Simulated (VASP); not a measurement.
## TiAl: single point with PBE

Crystal: TiAl.

```
CELL_PARAMETERS angstrom
3.23044 0.12716 -0.12716
0.12716 3.23044 0.12716
-0.12716 0.12716 3.23044
ATOMIC_POSITIONS crystal
Ti 0.02724 0.97276 0.02724
Al 0.47276 0.52724 0.47276
```

This cell differs from its parent crystal: strained and its atoms moved.

- Program: VASP 6.6.1
- Task: single point
- Functional: PBE
- Potentials or basis: VASP PAW PBE potentials, release 64 (Ti_sv, Al)
- Cutoff: 520 eV
- k mesh: 12 × 12 × 12
- Occupations: gaussian, width 0.1 eV
- Spin: no spin polarisation

```yaml
Pressure: 2.7 GPa
Largest_force: 3.272 eV/Å
```

Forces on the atoms (eV/Å):
```
Ti  -1.889  1.889 -1.889
Al   1.889 -1.889  1.889
```

Stress tensor (GPa, compression positive):
```
  2.73 -12.27  12.27
-12.27   2.73 -12.27
 12.27 -12.27   2.73
```

Levels at points of the mesh, in eV from the Fermi level:
```csv
k point,band 5,band 6,band 7,band 8,band 9,band 10
"(0.00, 0.00, 0.00)",-8.86,-1.24,-1.24,1.32,1.91,1.91
"(0.50, 0.00, 0.00)",-5.73,-4.82,-0.55,-0.05,0.69,1.94
"(0.50, 0.50, 0.00)",-4.73,-2.33,-1.60,-0.99,0.74,0.90
"(0.50, 0.50, 0.50)",-2.92,-2.92,-2.53,0.40,2.44,2.44
```

It took 20 s on 1 thread of Intel(R) Xeon(R) 6975P-C (Granite Rapids), with other jobs on the host, peak memory 0.2 GiB.

Caveat: the cell differs from its parent crystal (strained and its atoms moved); forces of over 1 eV/Å act on the atoms, so gaps and moduli don't describe the material at rest.
